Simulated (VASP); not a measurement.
# V (P6_3/mmc) in VASP: density of states with PBE

Aim: the density of states of V with PBE.

Program: VASP 6.6.1. These are calculated values, not measurements. Logs are shortened: lines on timing, memory, paths and dates and some standing lists are left out, and cuts for length are marked.

## (1) The cell of the first run

It takes space group P6_3/mmc (No. 194, hexagonal). Conventional cell: a = 2.613 Å, b = 2.613 Å, c = 4.688 Å, α = 90.00°, β = 90.00°, γ = 120.00°. Within 3.4 Å of V (site symmetry -6m2) lie 12 V at 2.61 to 2.79 Å.

## (2) Density of states, PBE, collinear spin, ferromagnetic start

Contents of POSCAR:

```
V
1.0
    2.6125220544      0.0000000000      0.0000000000
   -1.3062610272      2.2625104670      0.0000000000
    0.0000000000      0.0000000000      4.6879038651
V
2
Direct
    0.3333333333      0.6666666667      0.2500000000
    0.6666666667      0.3333333333      0.7500000000
```

Contents of INCAR.step1:

```
SYSTEM = V
ALGO = Normal ; EDIFF = 1E-6
ENCUT = 520 ; GGA = PE
ISIF = 2 ; ISMEAR = -1
ISPIN = 2 ; LASPH = .TRUE.
LCHARG = .TRUE. ; LMAXMIX = 4
LREAL = .FALSE. ; LWAVE = .FALSE.
MAGMOM = 1.5 1.5 ; NBANDS = 24
NELM = 150 ; PREC = Accurate
SIGMA = 0.08
```

Contents of KPOINTS.step1:

```
k-points
0
G
  18 18 10
  0 0 0
```

Contents of INCAR.step2:

```
SYSTEM = V
ALGO = Normal ; EDIFF = 1E-6
ENCUT = 520 ; GGA = PE
ICHARG = 11 ; ISIF = 2
ISMEAR = -5 ; ISPIN = 2
LASPH = .TRUE. ; LCHARG = .FALSE.
LMAXMIX = 4 ; LORBIT = 10
LREAL = .FALSE. ; LWAVE = .FALSE.
MAGMOM = 1.5 1.5 ; NBANDS = 24
NEDOS = 2001 ; NELM = 150
PREC = Accurate ; SIGMA = 0.08
```

Contents of KPOINTS.step2:

```
k-points
0
G
  27 27 15
  0 0 0
```

Potentials or basis: VASP PAW PBE potentials, release 64 (V_sv).

The run is started by

```console
$ cat potpaw_PBE.64/V_sv/POTCAR > POTCAR
$ cp INCAR.step1 INCAR
$ cp KPOINTS.step1 KPOINTS
$ mpirun -np 1 vasp_std > vasp.out
$ cp INCAR.step2 INCAR
$ cp KPOINTS.step2 KPOINTS
$ mpirun -np 1 vasp_std > vasp.out
```

OUTCAR:

```text
SYSTEM = V
   EDIFF = 1E-6
   ENCUT = 520
   GGA = PE
   ICHARG = 11
   ISIF = 2
   ISMEAR = -5
   ISPIN = 2
   LASPH = .TRUE.
   LORBIT = 10
   LREAL = .FALSE.
   NELM = 150
   PREC = Accurate

 ion  position               nearest neighbor table
   1  0.333  0.667  0.250-   2 2.79   2 2.79   2 2.79   2 2.79   2 2.79   2 2.79
   2  0.667  0.333  0.750-   1 2.79   1 2.79   1 2.79   1 2.79   1 2.79   1 2.79

  LATTYP: Found a hexagonal cell.
 ALAT       =     2.6125220544
 C/A-ratio  =     1.7943978146

  Lattice vectors:

 A1 = (   2.6125220544,   0.0000000000,   0.0000000000)
 A2 = (  -1.3062610272,   2.2625104670,   0.0000000000)
 A3 = (   0.0000000000,   0.0000000000,   4.6879038651)

Analysis of symmetry for initial positions (statically):
=====================================================================
 Subroutine PRICEL returns:
 Original cell was already a primitive cell.

 Routine SETGRP: Setting up the symmetry group for a
 hexagonal supercell.

 Subroutine GETGRP returns: Found 24 space group operations
 (whereof 12 operations were pure point group operations)
 out of a pool of 24 trial point group operations.

The static configuration has the point symmetry D_3d.
 The point group associated with its full space group is D_6h.

Analysis of symmetry for dynamics (positions and initial velocities):
=====================================================================
 Subroutine PRICEL returns:
 Original cell was already a primitive cell.

 Routine SETGRP: Setting up the symmetry group for a
 hexagonal supercell.

 Subroutine GETGRP returns: Found 24 space group operations
 (whereof 12 operations were pure point group operations)
 out of a pool of 24 trial point group operations.

The dynamic configuration has the point symmetry D_3d.
 The point group associated with its full space group is D_6h.

Analysis of structural, dynamic, and magnetic symmetry:
=====================================================================
 Subroutine PRICEL returns:
 Original cell was already a primitive cell.

 Routine SETGRP: Setting up the symmetry group for a
 hexagonal supercell.

 Subroutine GETGRP returns: Found 24 space group operations
 (whereof 12 operations were pure point group operations)
 out of a pool of 24 trial point group operations.

The overall configuration has the point symmetry D_3d.
 The point group associated with its full space group is D_6h.

 Subroutine INISYM returns: Found 24 space group operations
 (whereof 12 operations are pure point group operations),
 and found     1 'primitive' translations

----------------------------------------------------------------------------------------

                                     Primitive cell

  volume of cell :      27.7095

  direct lattice vectors                    reciprocal lattice vectors
     2.612522054  0.000000000  0.000000000     0.382771888  0.220993453  0.000000000
    -1.306261027  2.262510467  0.000000000     0.000000000  0.441986906  0.000000000
     0.000000000  0.000000000  4.687903865     0.000000000  0.000000000  0.213314955

  length of vectors
     2.612522054  2.612522054  4.687903865     0.441986906  0.441986906  0.213314955

  position of ions in fractional coordinates (direct lattice)
     0.333333333  0.666666667  0.250000000
     0.666666667  0.333333333  0.750000000

  ion indices of the primitive-cell ions
   primitive index   ion index
                 1           1
                 2           2

----------------------------------------------------------------------------------------

 KPOINTS: k-points

Automatic generation of k-mesh.
 Grid dimensions read from file:
 generate k-points for:   27   27   15

 Generating k-lattice:

  Cartesian coordinates                     Fractional coordinates (reciprocal lattice)
     0.014176737  0.008184943  0.000000000     0.037037037 -0.000000000  0.000000000
     0.000000000  0.016369885  0.000000000     0.000000000  0.037037037  0.000000000
     0.000000000  0.000000000  0.014220997     0.000000000  0.000000000  0.066666667

  Length of vectors
     0.016369885  0.016369885  0.014220997

  Shift w.r.t. Gamma in fractional coordinates (k-lattice)
     0.000000000  0.000000000  0.000000000

 TETIRR: Found  10722 inequivalent tetrahedra from    65610

 Subroutine IBZKPT returns following result:
 ===========================================

 Found    600 irreducible k-points:

 Following reciprocal coordinates:
            Coordinates               Weight
  0.000000  0.000000  0.000000      1.000000
  0.037037 -0.000000  0.000000      6.000000
  0.074074 -0.000000  0.000000      6.000000
  0.111111 -0.000000  0.000000      6.000000
  0.148148  0.000000  0.000000      6.000000
  0.185185  0.000000  0.000000      6.000000
[... 16 lines left out ...]
  0.333333  0.037037  0.000000     12.000000
  0.370370  0.037037  0.000000     12.000000
 [... further k-points ...]
   k-points           NKPTS =    600   k-points in BZ     NKDIM =    600   number of bands    NBANDS=     24
   number of dos      NEDOS =   2001   number of ions     NIONS =      2
   total plane-waves  NPLWV =  14400
   dimension x,y,z NGX =    20 NGY =   20 NGZ =   36
   dimension x,y,z NGXF=    40 NGYF=   40 NGZF=   72
   ions per type =               2
   NGX,Y,Z   is equivalent  to a cutoff of  12.73, 12.73, 12.77 a.u.
   NGXF,Y,Z  is equivalent  to a cutoff of  25.45, 25.45, 25.53 a.u.
 SYSTEM =  V
   PREC   = accura    normal or accurate (medium, high low for compatibility)
   ISTART =      0    job   : 0-new  1-cont  2-samecut
   ICHARG =     11    charge: 1-file 2-atom 10-const
   ISPIN  =      2    spin polarized calculation?
   LNONCOLLINEAR =      F non collinear calculations
   LSORBIT =      F    spin-orbit coupling
   LASPH  =      T    aspherical Exc in radial PAW
   ENCUT  =  520.0 eV  38.22 Ry    6.18 a.u.   4.86  4.86  8.72*2*pi/ulx,y,z
   NELM   =    150;   NELMIN=  2; NELMDL=  0     # of ELM steps
   EDIFF  = 0.1E-05   stopping-criterion for ELM
   LREAL  =      F    real-space projection
   EDIFFG = 0.1E-04   stopping-criterion for IOM
   NSW    =      0    number of steps for IOM
   IBRION =     -1    ionic relax: 0-MD 1-quasi-New 2-CG
   NFREE  =      0    steps in history (QN), initial steepest desc. (CG)
   ISIF   =      2    stress and relaxation
   ISYM   =      2    0-nonsym 1-usesym 2-fastsym
   POTIM  = 0.5000    time-step for ionic-motion
   TEBEG  =    0.0;   TEEND  =   0.0 temperature during run
   PSTRESS=    0.0 pullay stress
   NELECT =      26.0000    total number of electrons
   NUPDOWN=      -1.0000    fix difference up-down
   EMIN   =  10.00;   EMAX   =-10.00  energy-range for DOS
   EFERMI =   0.00;   METHOD = LEGACY
   ISMEAR =    -5;   SIGMA  =   0.08  broadening in eV -4-tet -1-fermi 0-gaus
   EFERMI_NEDOS =   21; number of points for ismear=-14 and -15
   IALGO  =     38    algorithm
   IMIX   =      4    mixing-type and parameters
     AMIX     =   0.40;   BMIX     =  1.00
     AMIX_MAG =   1.60;   BMIX_MAG =  1.00
  volume/ion in A,a.u.               =      13.85        93.50
  Fermi-wavevector in a.u.,A,eV,Ry     =   1.602715  3.028691 34.949205  2.568694
  Thomas-Fermi vector in A             =   2.699492
   LORBIT       =     10    0 simple, 1 ext, 2 COOP (PROOUT), +10 PAW based schemes
   GGA     = PE    functional components
   LHFCALC =     F    Hartree Fock is set to
   AEXX    =    0.0000 exact exchange contribution
   IVDW    =     0    specifies the selected vdW correction
   LEPSILON=     F    determine dielectric tensor
   LRPA    =     F    only Hartree local field effects (RPA)
 spin polarized calculation
 Fermi weights with tetrahedron method with Bloechl corrections
  energy-cutoff  :      520.00
  volume of cell :       27.71
 maximum number of plane-waves:       765
 NGX is ok and might be reduce to    20

 number of electron      26.0000012 magnetization       0.0003809

 Free energy of the ion-electron system (eV)
  ---------------------------------------------------
  ext. energy  EPLUGINS =         0.00000000
  ---------------------------------------------------
  free energy    TOTEN  =       -17.47778027 eV

  energy without entropy =      -17.47778027  energy(sigma->0) =      -17.47778027

 E-fermi :   9.7161     XC(G=0): -12.7364

 val. band max:        9.7272564087   @ k =   0.3333   0.0741   0.0667
 cond. band min:       9.6821242167   @ k =   0.2593   0.1481   0.0000
 fundamental gap:     -0.0451321920
 Fermi energy:         9.7160970412

 spin component 1

 k-point     1 :       0.0000    0.0000    0.0000
  band No.  band energies     occupation
      1     -54.3143      1.00000
      2     -54.2019      1.00000
      3     -28.4190      1.00000
      4     -27.7656      1.00000
      5     -27.6600      1.00000
      6     -27.6600      1.00000
[... 16 lines left out ...]
     23      27.7788      0.00000
     24      30.0661      0.00000
[... 598 lines left out ...]
      2     -54.0941      1.00000
      3     -28.4015      1.00000
      4     -28.3159      1.00000
      5     -28.1236      1.00000
      6     -27.8569      1.00000
[... 16 lines left out ...]
     23      23.9414      0.00000
     24      25.1412      0.00000

 [... further k-points ...]

 spin component 2

 k-point     1 :       0.0000    0.0000    0.0000
  band No.  band energies     occupation
      1     -54.3142      1.00000
      2     -54.2017      1.00000
      3     -28.4189      1.00000
      4     -27.7654      1.00000
      5     -27.6598      1.00000
      6     -27.6598      1.00000
[... 16 lines left out ...]
     23      27.7789      0.00000
     24      30.0662      0.00000
[... 598 lines left out ...]
      2     -54.0940      1.00000
      3     -28.4013      1.00000
      4     -28.3158      1.00000
      5     -28.1235      1.00000
      6     -27.8568      1.00000
[... 16 lines left out ...]
     23      23.9415      0.00000
     24      25.1414      0.00000

 [... further k-points ...]

------------------------ aborting loop because EDIFF is reached ----------------------------------------

  FORCE on cell =-STRESS in cart. coord.  units (eV):
  Direction    XX          YY          ZZ          XY          YZ          ZX
  --------------------------------------------------------------------------------------
  -------------------------------------------------------------------------------------
  Total       -0.1189118     -0.1189118     -0.1392462      0.0000000     -0.0000000      0.0000000
  in kB       -6.8755307     -6.8755307     -8.0512724      0.0000000     -0.0000000      0.0000000
  external PRESSURE =      -7.2674446 kB  Pullay stress =       0.0000000 kB

 VOLUME and BASIS-vectors are now :
 -----------------------------------------------------------------------------
  energy-cutoff  :      520.00
  volume of cell :       27.71
      direct lattice vectors                 reciprocal lattice vectors
     2.612522054  0.000000000  0.000000000     0.382771888  0.220993453  0.000000000
    -1.306261027  2.262510467  0.000000000     0.000000000  0.441986906  0.000000000
     0.000000000  0.000000000  4.687903865     0.000000000  0.000000000  0.213314955

 POSITION                                       TOTAL-FORCE (eV/Angst)
 -----------------------------------------------------------------------------------
     -0.00000      1.50834      1.17198         0.000000     -0.000000      0.000000
      1.30626      0.75417      3.51593        -0.000000      0.000000      0.000000
 -----------------------------------------------------------------------------------
    total drift:                               -0.000000      0.000000     -0.000000

  FREE ENERGIE OF THE ION-ELECTRON SYSTEM (eV)
  ---------------------------------------------------
  free  energy   TOTEN  =       -17.4777802749 eV

  energy  without entropy=      -17.4777802749  energy(sigma->0) =      -17.47778027

 total charge

# of ion       s       p       d       tot
------------------------------------------
    1        2.343   6.211   3.071  11.625
    2        2.343   6.211   3.071  11.625
--------------------------------------------------
tot          4.686  12.422   6.142  23.250

 magnetization (x)

# of ion       s       p       d       tot
------------------------------------------
    1        0.000   0.000   0.000   0.000
    2        0.000   0.000   0.000   0.000
--------------------------------------------------
tot          0.000   0.000   0.000   0.000
```

It took 9.6 min on 1 thread of Intel Xeon Platinum 8375C at 2.90GHz (Ice Lake), shared host; peak memory 0.63 GiB.

What came out:

```yaml
Net_moment: 0.00 μB per cell
Valence_electrons_inside_the_program's_atomic_spheres: V 11.62
```

Caveat: tetrahedron occupations give inexact forces and stress in metals.
